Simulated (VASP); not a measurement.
# HgTe (F-43m) in VASP: single point with PBEsol

Aim: the single point of HgTe with PBEsol.

Program: VASP 6.6.1. These are calculated values, not measurements. Logs are shortened: lines on timing, memory, paths and dates and some standing lists are left out, and cuts for length are marked.

**1. The cell of the first run**

The structure is cubic, space group F-43m (No. 216). The conventional cell has a = 6.593 Å, b = 6.593 Å, c = 6.593 Å, α = 90.00°, β = 90.00°, γ = 90.00°. Hg (site symmetry -43m) has 4 Te at 2.85 Å within 3.8 Å. Te (site symmetry -43m) has 4 Hg at 2.85 Å within 3.8 Å.

**2. Single point, PBEsol (strained)**

The input, INCAR:

```
ALGO = Normal
EDIFF = 1E-6
ENCUT = 520
GGA = PS
ISIF = 2
ISMEAR = 0
LASPH = T
LCHARG = F
LREAL = F
LWAVE = F
NBANDS = 16
NELM = 60
PREC = Accurate
SIGMA = 0.1
```

The input, KPOINTS:

```
k-points
0
Gamma
  12 12 12
```

The input, POSCAR:

```
HgTe
1.0
    0.0000000000      3.2965445100      3.2965445100
    3.2965445100      0.0000000000      3.2965445100
    3.2965445100      3.2965445100      0.0000000000
Hg Te
1 1
Direct
    0.0000000000      0.0000000000      0.0000000000
    0.7500000000      0.7500000000      0.7500000000
```

Potentials or basis: VASP PAW PBE potentials, release 64 (Hg, Te).

Run with:

```sh
cat potpaw_PBE.64/Hg/POTCAR potpaw_PBE.64/Te/POTCAR > POTCAR
mpirun -np 1 vasp_std > vasp.out
```

OUTCAR:

```text
EDIFF = 1E-6
   ENCUT = 520
   GGA = PS
   ISIF = 2
   ISMEAR = 0
   LASPH = T
   LREAL = F
   NELM = 60
   PREC = Accurate

 ion  position               nearest neighbor table
   1  0.000  0.000  0.000-   2 2.85   2 2.85   2 2.85   2 2.85
   2  0.750  0.750  0.750-   1 2.85   1 2.85   1 2.85   1 2.85

  LATTYP: Found a face centered cubic cell.
 ALAT       =     6.5930890200

  Lattice vectors:

 A1 = (   0.0000000000,   3.2965445100,   3.2965445100)
 A2 = (   3.2965445100,   0.0000000000,   3.2965445100)
 A3 = (   3.2965445100,   3.2965445100,   0.0000000000)

Analysis of symmetry for initial positions (statically):
=====================================================================
 Subroutine PRICEL returns:
 Original cell was already a primitive cell.

 Routine SETGRP: Setting up the symmetry group for a
 face centered cubic supercell.

 Subroutine GETGRP returns: Found 24 space group operations
 (whereof 24 operations were pure point group operations)
 out of a pool of 48 trial point group operations.

The static configuration has the point symmetry T_d .

Analysis of symmetry for dynamics (positions and initial velocities):
=====================================================================
 Subroutine PRICEL returns:
 Original cell was already a primitive cell.

 Routine SETGRP: Setting up the symmetry group for a
 face centered cubic supercell.

 Subroutine GETGRP returns: Found 24 space group operations
 (whereof 24 operations were pure point group operations)
 out of a pool of 48 trial point group operations.

The dynamic configuration has the point symmetry T_d .

 Subroutine INISYM returns: Found 24 space group operations
 (whereof 24 operations are pure point group operations),
 and found     1 'primitive' translations

----------------------------------------------------------------------------------------

                                     Primitive cell

  volume of cell :      71.6485

  direct lattice vectors                    reciprocal lattice vectors
     0.000000000  3.296544510  3.296544510    -0.151673972  0.151673972  0.151673972
     3.296544510  0.000000000  3.296544510     0.151673972 -0.151673972  0.151673972
     3.296544510  3.296544510  0.000000000     0.151673972  0.151673972 -0.151673972

  length of vectors
     4.662017955  4.662017955  4.662017955     0.262707026  0.262707026  0.262707026

  position of ions in fractional coordinates (direct lattice)
     0.000000000  0.000000000  0.000000000
     0.750000000  0.750000000  0.750000000

  ion indices of the primitive-cell ions
   primitive index   ion index
                 1           1
                 2           2

----------------------------------------------------------------------------------------

 KPOINTS: k-points

Automatic generation of k-mesh.
 Grid dimensions read from file:
 generate k-points for:   12   12   12

 Generating k-lattice:

  Cartesian coordinates                     Fractional coordinates (reciprocal lattice)
    -0.012639498  0.012639498  0.012639498     0.083333333  0.000000000  0.000000000
     0.012639498 -0.012639498  0.012639498     0.000000000  0.083333333  0.000000000
     0.012639498  0.012639498 -0.012639498     0.000000000  0.000000000  0.083333333

  Length of vectors
     0.021892252  0.021892252  0.021892252

  Shift w.r.t. Gamma in fractional coordinates (k-lattice)
     0.000000000  0.000000000  0.000000000

 Subroutine IBZKPT returns following result:
 ===========================================

 Found     72 irreducible k-points:

 Following reciprocal coordinates:
            Coordinates               Weight
  0.000000  0.000000  0.000000      1.000000
  0.083333  0.000000  0.000000      8.000000
  0.166667  0.000000  0.000000      8.000000
  0.250000  0.000000  0.000000      8.000000
  0.333333  0.000000  0.000000      8.000000
  0.416667  0.000000  0.000000      8.000000
[... 16 lines left out ...]
  0.500000  0.166667  0.000000     24.000000
 -0.416667  0.166667  0.000000     24.000000
 [... further k-points ...]
   k-points           NKPTS =     72   k-points in BZ     NKDIM =     72   number of bands    NBANDS=     16
   number of dos      NEDOS =    301   number of ions     NIONS =      2
   total plane-waves  NPLWV =  46656
   dimension x,y,z NGX =    36 NGY =   36 NGZ =   36
   dimension x,y,z NGXF=    72 NGYF=   72 NGZF=   72
   ions per type =               1   1
   NGX,Y,Z   is equivalent  to a cutoff of  12.84, 12.84, 12.84 a.u.
   NGXF,Y,Z  is equivalent  to a cutoff of  25.67, 25.67, 25.67 a.u.
 SYSTEM =  unknown system
   PREC   = accura    normal or accurate (medium, high low for compatibility)
   ISTART =      0    job   : 0-new  1-cont  2-samecut
   ICHARG =      2    charge: 1-file 2-atom 10-const
   ISPIN  =      1    spin polarized calculation?
   LNONCOLLINEAR =      F non collinear calculations
   LSORBIT =      F    spin-orbit coupling
   LASPH  =      T    aspherical Exc in radial PAW
   ENCUT  =  520.0 eV  38.22 Ry    6.18 a.u.   8.67  8.67  8.67*2*pi/ulx,y,z
   NELM   =     60;   NELMIN=  2; NELMDL= -5     # of ELM steps
   EDIFF  = 0.1E-05   stopping-criterion for ELM
   LREAL  =      F    real-space projection
[... 7 lines left out ...]
   TEBEG  =    0.0;   TEEND  =   0.0 temperature during run
   PSTRESS=    0.0 pullay stress
   NELECT =      18.0000    total number of electrons
   NUPDOWN=      -1.0000    fix difference up-down
   EMIN   =  10.00;   EMAX   =-10.00  energy-range for DOS
   EFERMI =   0.00;   METHOD = LEGACY
   ISMEAR =     0;   SIGMA  =   0.10  broadening in eV -4-tet -1-fermi 0-gaus
   EFERMI_NEDOS =   21; number of points for ismear=-14 and -15
   IALGO  =     38    algorithm
   IMIX   =      4    mixing-type and parameters
     AMIX     =   0.40;   BMIX     =  1.00
     AMIX_MAG =   1.60;   BMIX_MAG =  1.00
  volume/ion in A,a.u.               =      35.82       241.75
  Fermi-wavevector in a.u.,A,eV,Ry     =   1.032991  1.952071 14.518387  1.067071
  Thomas-Fermi vector in A             =   2.167216
   LORBIT       =      0    0 simple, 1 ext, 2 COOP (PROOUT), +10 PAW based schemes
   GGA     = PS    functional components
   LHFCALC =     F    Hartree Fock is set to
   AEXX    =    0.0000 exact exchange contribution
   IVDW    =     0    specifies the selected vdW correction
   LEPSILON=     F    determine dielectric tensor
   LRPA    =     F    only Hartree local field effects (RPA)
 non-spin polarized calculation
 Gauss-broadening in eV      SIGMA  =   0.10
  energy-cutoff  :      520.00
  volume of cell :       71.65
 maximum number of plane-waves:      1964
   NGX = 17   NGY = 17   NGZ = 17

 number of electron      18.0000000 magnetization

 Free energy of the ion-electron system (eV)
  ---------------------------------------------------
  ext. energy  EPLUGINS =         0.00000000
  ---------------------------------------------------
  free energy    TOTEN  =        -4.36675401 eV

  energy without entropy =       -4.36659299  energy(sigma->0) =       -4.36667350

 E-fermi :   2.4134     XC(G=0):  -8.6683

 val. band max:        2.3452601877   @ k =   0.0000   0.0000   0.0000
 cond. band min:       2.6985324533   @ k =   0.0833   0.0000   0.0000
 fundamental gap:      0.3532722656
 Fermi energy:         2.4134429489

 k-point     1 :       0.0000    0.0000    0.0000
  band No.  band energies     occupation
      1      -9.2699      2.00000
      2      -4.6686      2.00000
      3      -4.6686      2.00000
      4      -4.6686      2.00000
      5      -4.2023      2.00000
      6      -4.2023      2.00000
[... 8 lines left out ...]
     15      11.7955      0.00000
     16      11.7955      0.00000

 k-point     2 :       0.0833    0.0000    0.0000
  band No.  band energies     occupation
      1      -9.2388      2.00000
      2      -4.6599      2.00000
      3      -4.6599      2.00000
      4      -4.6568      2.00000
      5      -4.2032      2.00000
      6      -4.2032      2.00000
[... 8 lines left out ...]
     15      11.2684      0.00000
     16      11.2684      0.00000

 k-point     3 :       0.1667    0.0000    0.0000
  band No.  band energies     occupation
      1      -9.1518      2.00000
      2      -4.6368      2.00000
      3      -4.6368      2.00000
      4      -4.6135      2.00000
      5      -4.2045      2.00000
      6      -4.2045      2.00000
[... 8 lines left out ...]
     15      10.8508      0.00000
     16      10.8508      0.00000

 k-point     4 :       0.2500    0.0000    0.0000
  band No.  band energies     occupation
      1      -9.0283      2.00000
      2      -4.6075      2.00000
      3      -4.6075      2.00000
      4      -4.5180      2.00000
      5      -4.2030      2.00000
      6      -4.2030      2.00000
[... 8 lines left out ...]
     15      10.7886      0.00000
     16      10.7886      0.00000

 k-point     5 :       0.3333    0.0000    0.0000
  band No.  band energies     occupation
      1      -8.8991      2.00000
      2      -4.5815      2.00000
      3      -4.5815      2.00000
      4      -4.3465      2.00000
      5      -4.1966      2.00000
      6      -4.1966      2.00000
[... 8 lines left out ...]
     15      11.1360      0.00000
     16      11.1360      0.00000

 k-point     6 :       0.4167    0.0000    0.0000
  band No.  band energies     occupation
      1      -8.8007      2.00000
      2      -4.5652      2.00000
      3      -4.5652      2.00000
      4      -4.1882      2.00000
      5      -4.1882      2.00000
      6      -4.1025      2.00000
[... 8 lines left out ...]
     15      11.7858      0.00000
     16      11.7858      0.00000
[... 267 lines left out ...]
 k-point    21 :       0.3333    0.1667    0.0000
  band No.  band energies     occupation
      1      -8.9017      2.00000
      2      -4.5823      2.00000
      3      -4.5401      2.00000
      4      -4.4557      2.00000
      5      -4.2079      2.00000
      6      -4.1778      2.00000
[... 8 lines left out ...]
     15      11.5905      0.00000
     16      11.9516      0.00000

 k-point    22 :       0.4167    0.1667    0.0000
  band No.  band energies     occupation
      1      -8.7923      2.00000
      2      -4.5577      2.00000
      3      -4.5196      2.00000
      4      -4.3216      2.00000
      5      -4.1752      2.00000
      6      -4.1345      2.00000
[... 8 lines left out ...]
     15      11.6248      0.00000
     16      12.3583      0.00000

 k-point    23 :       0.5000    0.1667    0.0000
  band No.  band energies     occupation
      1      -8.7221      2.00000
      2      -4.5435      2.00000
      3      -4.5128      2.00000
      4      -4.2448      2.00000
      5      -4.1796      2.00000
      6      -3.9591      2.00000
[... 8 lines left out ...]
     15      11.8111      0.00000
     16      12.3842      0.00000

 k-point    24 :      -0.4167    0.1667    0.0000
  band No.  band energies     occupation
      1      -8.7130      2.00000
      2      -4.5381      2.00000
      3      -4.5192      2.00000
      4      -4.2156      2.00000
      5      -4.1925      2.00000
      6      -3.9166      2.00000
[... 8 lines left out ...]
     15      11.5782      0.00000
     16      11.7639      0.00000

 [... further k-points ...]

------------------------ aborting loop because EDIFF is reached ----------------------------------------

  FORCE on cell =-STRESS in cart. coord.  units (eV):
  Direction    XX          YY          ZZ          XY          YZ          ZX
  --------------------------------------------------------------------------------------
  -------------------------------------------------------------------------------------
  Total       -0.6131685     -0.6131685     -0.6131685      0.0000000      0.0000000     -0.0000000
  in kB      -13.7114565    -13.7114565    -13.7114565      0.0000000      0.0000000     -0.0000000
  external PRESSURE =     -13.7114565 kB  Pullay stress =       0.0000000 kB

 VOLUME and BASIS-vectors are now :
 -----------------------------------------------------------------------------
  energy-cutoff  :      520.00
  volume of cell :       71.65
      direct lattice vectors                 reciprocal lattice vectors
     0.000000000  3.296544510  3.296544510    -0.151673972  0.151673972  0.151673972
     3.296544510  0.000000000  3.296544510     0.151673972 -0.151673972  0.151673972
     3.296544510  3.296544510  0.000000000     0.151673972  0.151673972 -0.151673972

 POSITION                                       TOTAL-FORCE (eV/Angst)
 -----------------------------------------------------------------------------------
      0.00000      0.00000      0.00000        -0.000000     -0.000000      0.000000
      4.94482      4.94482      4.94482         0.000000      0.000000     -0.000000
 -----------------------------------------------------------------------------------
    total drift:                                0.000000      0.000000      0.000000

  FREE ENERGIE OF THE ION-ELECTRON SYSTEM (eV)
  ---------------------------------------------------
  free  energy   TOTEN  =        -4.3667540071 eV

  energy  without entropy=       -4.3665929887  energy(sigma->0) =       -4.36667350
```

It took 78 s on 1 thread of Intel Xeon 8259CL, shared host; peak memory 0.26 GiB.

What came out:

```
Free energy            : -4.3668 eV
Pressure               : -1.4 GPa
Band gap on the k mesh : zero (filled and empty bands touch)
```

Caveat: the cell differs from its parent crystal (strained); semilocal functionals underestimate gaps, so a narrow gap can read as zero; the PAW data sets were made with another functional, which shifts forces and pressure a little; spin-orbit coupling is left out, which moves the levels of the heavy elements.
